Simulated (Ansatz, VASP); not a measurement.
# Ga: VASP beside Ansatz

Contents of INCAR:

```
SYSTEM = Ga
  PREC = Accurate
  ENCUT = 520
  EDIFF = 1E-7
  ISMEAR = 0
  SIGMA = 0.2
  LREAL = .FALSE.
  LASPH = .TRUE.
  NELM = 100
  ALGO = Fast
  ISIF = 2
  LWAVE = .FALSE.
  LCHARG = .FALSE.
  GGA = PE
  NBANDS = 34
```

Contents of KPOINTS:

```
regular mesh
0
G
  8 4 4
  0 0 0
```

Contents of POSCAR:

```
Ga
1.0
    2.7164843000      0.0000000000      0.0000000000
    0.0000000000      5.4329686000      0.0000000000
    0.0000000000      0.0000000000      5.4329686000
Ga
4
Direct
    0.0000000000      0.0000000000      0.0000000000
    0.0000000000      0.0000000000      0.5000000000
    0.0000000000      0.5000000000      0.0000000000
    0.0000000000      0.5000000000      0.5000000000
```

Input for Ansatz:

```yaml
crystal:
  lattice:
    - [2.7164843, 0.0, 0.0]
    - [0.0, 5.4329686, 0.0]
    - [0.0, 0.0, 5.4329686]
  atoms:
    - { symbol: Ga, position: [0.0, 0.0, 0.0] }
    - { symbol: Ga, position: [0.0, 0.0, 0.5] }
    - { symbol: Ga, position: [0.0, 0.5, 0.0] }
    - { symbol: Ga, position: [0.0, 0.5, 0.5] }
basis:
  ecutwfc: 420
kpoints:
  mp_grid: { grid: [8, 4, 4] }
hamiltonian:
  xc: pbe
scf:
  occupations: { method: gaussian, width: 0.2 }
  lower_state_search: "off"
output:
  forces: true
  stress: true
  eigenvalues: true
```

Alike in both runs: task single point; functional PBE; k mesh 8 × 4 × 4; occupations gaussian, width 0.2 eV; no spin polarisation.

|  | VASP | Ansatz |
| --- | --- | --- |
| version | VASP 6.6.1 | Ansatz 0.2.0 |
| potentials or method | VASP PAW PBE potentials, release 64 (Ga_d), cutoff 520 eV | scalar-relativistic, plane waves, PAW |
| valence electrons in the cell | 52 | 52 |

|  | VASP | Ansatz | Ansatz less VASP |
| --- | --- | --- | --- |
| gap on the k mesh at the Fermi level (eV) | none | none | - |
| pressure (GPa) | 0.8 | 0.8 | -0.08 |

A gap of «none» marks a metal or a gap that the smearing closes. The functional is the same, so the differences come from potentials, cutoffs and numerics.
